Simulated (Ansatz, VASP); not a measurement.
## BP in VASP and in Ansatz

Contents of INCAR:

```
SYSTEM = BP
PREC = Accurate
ENCUT = 520
EDIFF = 1E-6
ISMEAR = 0
SIGMA = 0.05
LREAL = .FALSE.
LASPH = .TRUE.
NELM = 100
ALGO = Normal
ISIF = 2
LWAVE = .FALSE.
LCHARG = .FALSE.
GGA = PE
NBANDS = 11
```

KPOINTS

```
Automatic mesh
0
G
  10 10 10
  0 0 0
```

The input POSCAR:

```
BP
1.0
    0.0000000000      2.0874800000      2.1782400000
    2.0874800000      0.0000000000      2.1782400000
    2.0874800000      2.0874800000      0.0000000000
B P
1 1
Direct
    0.0000000000      0.0000000000      0.0000000000
    0.7500000000      0.7500000000      0.7500000000
```

Input for Ansatz:

```yaml
crystal:
  lattice:
    - [0.0, 2.08748, 2.17824]
    - [2.08748, 0.0, 2.17824]
    - [2.08748, 2.08748, 0.0]
  atoms:
    - { symbol: B, position: [0.0, 0.0, 0.0] }
    - { symbol: P, position: [0.75, 0.75, 0.75] }
basis:
  ecutwfc: 420
kpoints:
  mp_grid: { grid: [10, 10, 10] }
hamiltonian:
  xc: pbe
scf:
  occupations: { method: gaussian, width: 0.05 }
output:
  forces: true
  stress: true
  eigenvalues: true
```

Change from the starting cell: strain -0.080 along x and y, -0.040 along z, atoms carried along.

Alike in both runs: task single point; functional PBE; k mesh 10 × 10 × 10; occupations gaussian, width 0.05 eV; no spin polarisation.

|  | VASP | Ansatz |
| --- | --- | --- |
| version | VASP 6.6.1 | Ansatz 0.2.0 |
| potentials or method | VASP PAW PBE potentials, release 64 (B, P), cutoff 520 eV | scalar-relativistic, plane waves, PAW |
| valence electrons in the cell | 8 | 8 |

|  | VASP | Ansatz | Ansatz less VASP |
| --- | --- | --- | --- |
| gap on the k mesh at the Fermi level (eV) | 0.56 | 0.57 | +0.008 |
| least direct gap on the mesh (eV) | 3.60 | 3.61 | +0.007 |
| pressure (GPa) | 51.2 | 51.7 | +0.53 |
| traceless stress, the component that is largest in VASP (GPa) | -9.25 | -9.23 | +0.026 |

Both programs put the cell under a high pressure, so it lies far from rest at this level. With one functional, cell and mesh, what is left measures potentials, basis and numerics.
